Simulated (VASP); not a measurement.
# C30O (a cell with a defect) in VASP: further runs

Aim: see how the results for C30O (a cell with a defect) move with the level of theory and the settings. Levels: PBE, LDA. Tasks: single point.

Program: VASP 6.6.1. These are calculated values, not measurements. Logs are shortened: lines on timing, memory, paths and dates and some standing lists are left out, and cuts for length are marked.

## 1. The cell of the first run

The cell holds a defect, 31 atoms: a = 6.186 Å, b = 6.186 Å, c = 6.186 Å, α = 109.47°, β = 109.47°, γ = 109.47°.

## 2. Single point, PBE

The input, INCAR:

```
SYSTEM = C30O
PREC = Accurate
ENCUT = 520
EDIFF = 1E-6
ISMEAR = -1
SIGMA = 0.01
LREAL = Auto
LASPH = .TRUE.
NELM = 120
ALGO = Normal
ISIF = 2
LWAVE = .FALSE.
LCHARG = .TRUE.
GGA = PE
LELF = .TRUE.
LVHAR = .TRUE.
NELECT = 128.0
NBANDS = 84
GGA_COMPAT = .FALSE.
```

The input, KPOINTS:

```
Automatic mesh
0
G
  1 1 1
  0 0 0
```

The input, POSCAR:

```
C30O
1.0
   -3.5716218665      3.5716218665      3.5716218665
    3.5716218665     -3.5716218665      3.5716218665
    3.5716218665      3.5716218665     -3.5716218665
C O
30 1
Direct
    0.0035343588     -0.0002511591      0.0043307407
    0.0035048326      0.2540428048      0.7551830481
   -0.0010481867      0.5012635108      0.4956382514
   -0.0037605383      0.7456405728      0.2489433589
    0.2504469069     -0.0024192301      0.7510822912
    0.2507316651      0.2494936268      0.4956639055
    0.2470003110      0.7427447185      0.0083648156
    0.5098115558      0.0065263369      0.4979812128
    0.4951308750      0.2467845705      0.2489603764
    0.4922001641      0.4975165509      0.0083874788
    0.5009713672      0.7514758991      0.7924570330
    0.7538230687      0.0043624473      0.2543318910
    0.7492112744      0.2540616882      0.0043097176
    0.7470547608      0.5009803007      0.7511004985
    0.7559911839      0.7603395608      0.4980019221
    0.0011733875      0.0010560729      0.7521216836
    0.0003176511      0.2508595089      0.4991464789
   -0.0235177336      0.5005383276      0.2476551222
   -0.0029361830      0.7453865846     -0.0007597270
    0.2516850433     -0.0045988042      0.5023060769
    0.2500237943      0.2270219094      0.2476788162
    0.2470104067      0.4975369379     -0.0103624876
    0.2560388493      0.7485854219      0.7496816432
    0.5032799041      0.0036292875      0.2493608168
    0.4948603460      0.2475963114     -0.0007551929
    0.4980605568      0.5065698526      0.7496797370
    0.7490314895     -0.0004389599      0.0030974575
    0.7505126320      0.2517058568      0.7521006107
    0.7448644403      0.5022487262      0.5023354713
    0.7530734116      0.7537965855      0.2493629680
    0.5207482982      0.7713223070      0.4662390892
```

Potentials or basis: VASP PAW PBE potentials, release 64 (C, O).

On the command line:

```sh
$ cat potpaw_PBE.64/C/POTCAR potpaw_PBE.64/O/POTCAR > POTCAR
$ mpirun -np 1 vasp_gam > vasp.out
```

OUTCAR:

```text
SYSTEM = C30O
   PREC = Accurate
   ENCUT = 520
   EDIFF = 1E-6
   ISMEAR = -1
   LREAL = Auto
   LASPH = .TRUE.
   NELM = 120
   ISIF = 2
   GGA = PE
   NELECT = 128.0

 ion  position               nearest neighbor table
   1  0.004  1.000  0.004-  21 1.48  19 1.55  16 1.56  27 1.57
   2  0.004  0.254  0.755-  22 1.49  28 1.55  16 1.55  17 1.57
   3  0.999  0.501  0.496-  18 1.49  17 1.56  23 1.56  29 1.59
   4  0.996  0.746  0.249-  18 1.48  30 1.52  19 1.55  20 1.56
   5  0.250  0.998  0.751-  25 1.53  20 1.54  23 1.55  16 1.55
   6  0.251  0.249  0.496-  21 1.49  17 1.56  26 1.56  20 1.59
   7  0.247  0.743  0.008-  22 1.48  19 1.53  24 1.57  23 1.63
   8  0.510  0.007  0.498-  31 1.43  24 1.52  28 1.53  20 1.58
   9  0.495  0.247  0.249-  21 1.48  24 1.52  25 1.55  29 1.56
  10  0.492  0.498  0.008-  22 1.48  25 1.53  30 1.57  26 1.63
  11  0.501  0.751  0.792-  26 1.44  23 1.44  27 1.47
  12  0.754  0.004  0.254-  17 1.52  27 1.53  24 1.54  30 1.54
  13  0.749  0.254  0.004-  18 1.48  25 1.55  28 1.56  27 1.57
  14  0.747  0.501  0.751-  19 1.53  29 1.54  26 1.55  28 1.55
  15  0.756  0.760  0.498-  31 1.43  30 1.52  16 1.53  29 1.58
  16  0.001  0.001  0.752-  15 1.53   5 1.55   2 1.55   1 1.56
  17  0.000  0.251  0.499-  12 1.52   3 1.56   6 1.56   2 1.57
  18  0.976  0.501  0.248-   4 1.48  13 1.48   3 1.49
  19  0.997  0.745  0.999-  14 1.53   7 1.53   4 1.55   1 1.55
  20  0.252  0.995  0.502-   5 1.54   4 1.56   8 1.58   6 1.59
  21  0.250  0.227  0.248-   9 1.48   1 1.48   6 1.49
  22  0.247  0.498  0.990-  10 1.48   7 1.48   2 1.49
  23  0.256  0.749  0.750-  11 1.44   5 1.55   3 1.56   7 1.63
  24  0.503  0.004  0.249-   8 1.52   9 1.52  12 1.54   7 1.57
  25  0.495  0.248  0.999-   5 1.53  10 1.53   9 1.55  13 1.55
  26  0.498  0.507  0.750-  11 1.44  14 1.55   6 1.56  10 1.63
  27  0.749  1.000  0.003-  11 1.47  12 1.53   1 1.57  13 1.57
  28  0.751  0.252  0.752-   8 1.53  14 1.55   2 1.55  13 1.56
  29  0.745  0.502  0.502-  14 1.54   9 1.56  15 1.58   3 1.59
  30  0.753  0.754  0.249-  15 1.52   4 1.52  12 1.54  10 1.57
  31  0.521  0.771  0.466-   8 1.43  15 1.43

  LATTYP: Found a body centered cubic cell.
 ALAT       =     7.1432437330

  Lattice vectors:

 A1 = (  -3.5716218665,   3.5716218665,   3.5716218665)
 A2 = (   3.5716218665,  -3.5716218665,   3.5716218665)
 A3 = (   3.5716218665,   3.5716218665,  -3.5716218665)

Analysis of symmetry for initial positions (statically):
=====================================================================
 Subroutine PRICEL returns:
 Original cell was already a primitive cell.

 Routine SETGRP: Setting up the symmetry group for a
 body centered cubic supercell.

 Subroutine GETGRP returns: Found  1 space group operations
 (whereof  1 operations were pure point group operations)
 out of a pool of 48 trial point group operations.

The static configuration has the point symmetry C_1 .

Analysis of symmetry for dynamics (positions and initial velocities):
=====================================================================
 Subroutine PRICEL returns:
 Original cell was already a primitive cell.

 Routine SETGRP: Setting up the symmetry group for a
 body centered cubic supercell.

 Subroutine GETGRP returns: Found  1 space group operations
 (whereof  1 operations were pure point group operations)
 out of a pool of 48 trial point group operations.

The dynamic configuration has the point symmetry C_1 .

 Subroutine INISYM returns: Found  1 space group operations
 (whereof  1 operations are pure point group operations),
 and found     1 'primitive' translations

----------------------------------------------------------------------------------------

                                     Primitive cell

  volume of cell :     182.2453

  direct lattice vectors                    reciprocal lattice vectors
    -3.571621867  3.571621867  3.571621867     0.000000000  0.139992423  0.139992423
     3.571621867 -3.571621867  3.571621867     0.139992423  0.000000000  0.139992423
     3.571621867  3.571621867 -3.571621867     0.139992423  0.139992423  0.000000000

  length of vectors
     6.186230538  6.186230538  6.186230538     0.197979184  0.197979184  0.197979184

  position of ions in fractional coordinates (direct lattice)
     0.003534359  0.999748841  0.004330741
     0.003504833  0.254042805  0.755183048
     0.998951813  0.501263511  0.495638251
     0.996239462  0.745640573  0.248943359
     0.250446907  0.997580770  0.751082291
     0.250731665  0.249493627  0.495663906
[... 23 lines left out ...]
     0.753073412  0.753796585  0.249362968
     0.520748298  0.771322307  0.466239089

  ion indices of the primitive-cell ions
   primitive index   ion index
                 1           1
                 2           2
                 3           3
                 4           4
                 5           5
                 6           6
[... 23 lines left out ...]
                30          30
                31          31

----------------------------------------------------------------------------------------

 KPOINTS: Automatic mesh

Automatic generation of k-mesh.
 Grid dimensions read from file:
 generate k-points for:    1    1    1

 Generating k-lattice:

  Cartesian coordinates                     Fractional coordinates (reciprocal lattice)
     0.000000000  0.139992423  0.139992423     1.000000000  0.000000000  0.000000000
     0.139992423  0.000000000  0.139992423     0.000000000  1.000000000  0.000000000
     0.139992423  0.139992423  0.000000000     0.000000000  0.000000000  1.000000000

  Length of vectors
     0.197979184  0.197979184  0.197979184

  Shift w.r.t. Gamma in fractional coordinates (k-lattice)
     0.000000000  0.000000000  0.000000000

 Subroutine IBZKPT returns following result:
 ===========================================

 Found      1 irreducible k-points:

 Following reciprocal coordinates:
            Coordinates               Weight
  0.000000  0.000000  0.000000      1.000000
   k-points           NKPTS =      1   k-points in BZ     NKDIM =      1   number of bands    NBANDS=     84
   number of dos      NEDOS =    301   number of ions     NIONS =     31
   total plane-waves  NPLWV = 110592
   dimension x,y,z NGX =    48 NGY =   48 NGZ =   48
   dimension x,y,z NGXF=    96 NGYF=   96 NGZF=   96
   ions per type =              30   1
   NGX,Y,Z   is equivalent  to a cutoff of  12.90, 12.90, 12.90 a.u.
   NGXF,Y,Z  is equivalent  to a cutoff of  25.80, 25.80, 25.80 a.u.
 SYSTEM =  C30O
   PREC   = accura    normal or accurate (medium, high low for compatibility)
   ISTART =      0    job   : 0-new  1-cont  2-samecut
   ICHARG =      2    charge: 1-file 2-atom 10-const
   ISPIN  =      1    spin polarized calculation?
   LNONCOLLINEAR =      F non collinear calculations
   LSORBIT =      F    spin-orbit coupling
   LASPH  =      T    aspherical Exc in radial PAW
   ENCUT  =  520.0 eV  38.22 Ry    6.18 a.u.  11.50 11.50 11.50*2*pi/ulx,y,z
   NELM   =    120;   NELMIN=  2; NELMDL= -5     # of ELM steps
   EDIFF  = 0.1E-05   stopping-criterion for ELM
   LREAL  =      T    real-space projection
   EDIFFG = 0.1E-04   stopping-criterion for IOM
   NSW    =      0    number of steps for IOM
   IBRION =     -1    ionic relax: 0-MD 1-quasi-New 2-CG
   NFREE  =      0    steps in history (QN), initial steepest desc. (CG)
   ISIF   =      2    stress and relaxation
   ISYM   =      2    0-nonsym 1-usesym 2-fastsym
   POTIM  = 0.5000    time-step for ionic-motion
   TEBEG  =    0.0;   TEEND  =   0.0 temperature during run
   PSTRESS=    0.0 pullay stress
   NELECT =     128.0000    total number of electrons
   NUPDOWN=      -1.0000    fix difference up-down
   EMIN   =  10.00;   EMAX   =-10.00  energy-range for DOS
   EFERMI =   0.00;   METHOD = LEGACY
   ISMEAR =    -1;   SIGMA  =   0.01  broadening in eV -4-tet -1-fermi 0-gaus
   EFERMI_NEDOS =   21; number of points for ismear=-14 and -15
   IALGO  =     38    algorithm
   IMIX   =      4    mixing-type and parameters
     AMIX     =   0.40;   BMIX     =  1.00
     AMIX_MAG =   1.60;   BMIX_MAG =  1.00
  volume/ion in A,a.u.               =       5.88        39.67
  Fermi-wavevector in a.u.,A,eV,Ry     =   1.455211  2.749950 28.812235  2.117640
  Thomas-Fermi vector in A             =   2.572272
   LORBIT       =      0    0 simple, 1 ext, 2 COOP (PROOUT), +10 PAW based schemes
   GGA     = PE    functional components
   LHFCALC =     F    Hartree Fock is set to
   AEXX    =    0.0000 exact exchange contribution
   IVDW    =     0    specifies the selected vdW correction
   LEPSILON=     F    determine dielectric tensor
   LRPA    =     F    only Hartree local field effects (RPA)
 non-spin polarized calculation
  energy-cutoff  :      520.00
  volume of cell :      182.25
 maximum number of plane-waves:      2461
 NGX is ok and might be reduce to    48
   NGX = 23   NGY = 23   NGZ = 23

 number of electron     128.0000002 magnetization

 Free energy of the ion-electron system (eV)
  ---------------------------------------------------
  ext. energy  EPLUGINS =         0.00000000
  ---------------------------------------------------
  free energy    TOTEN  =      -245.22246027 eV

  energy without entropy =     -245.21470612  energy(sigma->0) =     -245.21858319

 E-fermi :  11.8653     XC(G=0): -13.1156

 val. band max:       11.8355351964   @ k =   0.0000   0.0000   0.0000
 cond. band min:      11.8950968960   @ k =   0.0000   0.0000   0.0000
 fundamental gap:      0.0595616996
 Fermi energy:        11.8653160462

 k-point     1 :       0.0000    0.0000    0.0000
  band No.  band energies     occupation
      1     -13.8591      2.00000
      2     -11.6118      2.00000
      3      -8.5825      2.00000
      4      -8.3514      2.00000
      5      -8.2179      2.00000
      6      -8.1091      2.00000
[... 68 lines left out ...]
     75      16.1103      0.00000
     76      16.4638      0.00000
 [bands above 76 left out]

------------------------ aborting loop because EDIFF is reached ----------------------------------------

  FORCE on cell =-STRESS in cart. coord.  units (eV):
  Direction    XX          YY          ZZ          XY          YZ          ZX
  --------------------------------------------------------------------------------------
  -------------------------------------------------------------------------------------
  Total       36.2780683     36.2819837     43.1585111      4.7600514     -7.6654724     -7.6492583
  in kB      318.9321682    318.9665900    379.4203547     41.8471427    -67.3896341    -67.2470907
  external PRESSURE =     339.1063710 kB  Pullay stress =       0.0000000 kB

 VOLUME and BASIS-vectors are now :
 -----------------------------------------------------------------------------
  energy-cutoff  :      520.00
  volume of cell :      182.25
      direct lattice vectors                 reciprocal lattice vectors
    -3.571621867  3.571621867  3.571621867     0.000000000  0.139992423  0.139992423
     3.571621867 -3.571621867  3.571621867     0.139992423  0.000000000  0.139992423
     3.571621867  3.571621867 -3.571621867     0.139992423  0.139992423  0.000000000

 POSITION                                       TOTAL-FORCE (eV/Angst)
 -----------------------------------------------------------------------------------
      3.57357     -3.54263      3.56788        -0.099555     -0.256898      0.013810
      3.59206      1.80240     -1.77737         0.672134      0.671931     -0.247858
     -0.00732      3.54779      3.58797         0.009443      0.796860      0.419700
     -0.00591      1.78418      5.33221         0.215424      0.421150     -0.422025
      5.35106      0.01410      1.77490         0.260298      0.071068      0.000534
      1.76590      1.77475      0.01629         0.790280      0.008034      0.420418
[... 23 lines left out ...]
      0.89321      0.88805      4.49134         0.191690     -0.014706     -0.081931
      2.56019      0.77027      2.94956        -0.186507     -0.178852      1.074555
 -----------------------------------------------------------------------------------
    total drift:                               -0.005803     -0.006700     -0.018624

  FREE ENERGIE OF THE ION-ELECTRON SYSTEM (eV)
  ---------------------------------------------------
  free  energy   TOTEN  =      -245.2224602662 eV

  energy  without entropy=     -245.2147061161  energy(sigma->0) =     -245.21858319
```

Wall time 2 min (1 thread of Intel Xeon 8259CL, shared host); peak memory 0.29 GiB.

What came out:

```yaml
Free_energy: -245.2225 eV
Largest_force: 1.552 eV/Å
```

Forces in eV/Å, atoms in the order of the input:
```
C   -0.100 -0.257  0.014
C    0.672  0.672 -0.248
C    0.009  0.797  0.420
C    0.215  0.421 -0.422
C    0.260  0.071  0.001
C    0.790  0.008  0.420
C    0.360 -0.106 -0.097
C   -0.015 -0.128  0.077
C    0.422  0.212 -0.420
C   -0.106  0.363 -0.096
C    0.218  0.209 -1.013
C   -0.033 -0.036 -0.187
C   -0.261 -0.101  0.011
C    0.071  0.257  0.003
C   -0.125 -0.018  0.074
C    0.363 -0.013  0.120
C   -0.462 -0.462  0.429
C    0.250  0.025  0.570
C   -0.594 -0.185  0.117
C   -0.627  0.235 -0.466
C    0.024  0.249  0.570
C   -1.037 -1.039 -0.504
C   -0.224 -0.106 -0.298
C   -0.019  0.192 -0.083
C   -0.182 -0.601  0.117
C   -0.104 -0.219 -0.300
C    0.011  0.009  0.541
C   -0.011  0.367  0.119
C    0.228 -0.625 -0.464
C    0.192 -0.015 -0.082
O   -0.187 -0.179  1.075
```

Caveat: the k points lie up to 1.24 Å⁻¹ apart, too coarse for converged energies, forces and pressures; the cell carries a net charge on a neutralising background, which shifts energy and pressure; the cell is charged against a uniform background, so pressure and absolute levels hang on convention.

(Part 1 of 3 ends here.)
